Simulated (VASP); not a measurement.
# Se: single point with revPBE

Crystal: Se.

```
Se
1.0
     4.51024    0.00000    0.00000
    -2.25512    3.90598    0.00000
     0.00000    0.00000    3.27586
Se
3
Direct
  0.00000 0.00000 0.00000
  0.33333 0.66667 0.50000
  0.66667 0.33333 0.50000
```

This cell differs from its parent crystal: volume scaled by 0.88.

```
Program             : VASP 6.6.1
Task                : single point
Functional          : revPBE
Potentials or basis : VASP PAW PBE potentials, release 64 (Se)
Cutoff              : 520 eV
k mesh              : 9 × 9 × 10
Occupations         : fermi-dirac, width 0.1 eV
Spin                : no spin polarisation
```

| Property | Result |
| --- | --- |
| Pressure | 10.5 GPa |
| Band gap on the k mesh | zero (band 9 reaches 8.22 eV, above the bottom of band 10 at 4.45 eV) |

Stress tensor (GPa, compression positive):
```
12.05  0.00  0.00
 0.00 12.05  0.00
 0.00  0.00  7.26
```

Levels at points of the mesh, in eV from the Fermi level:
```
           k point  band 7  band 8  band 9  band 10  band 11  band 12
(0.00, 0.00, 0.00)   -4.41   -2.79    1.92     2.08     3.71     3.71
(0.00, 0.00, 0.50)   -3.17   -1.87   -1.87    -1.85    -0.85    -0.85
```

It took 21 s on 1 thread of Intel(R) Xeon(R) 6975P-C (Granite Rapids), on a shared host, peak memory 0.2 GiB.

Caveat: the PAW data sets were made with another functional, which shifts forces and pressure a little.
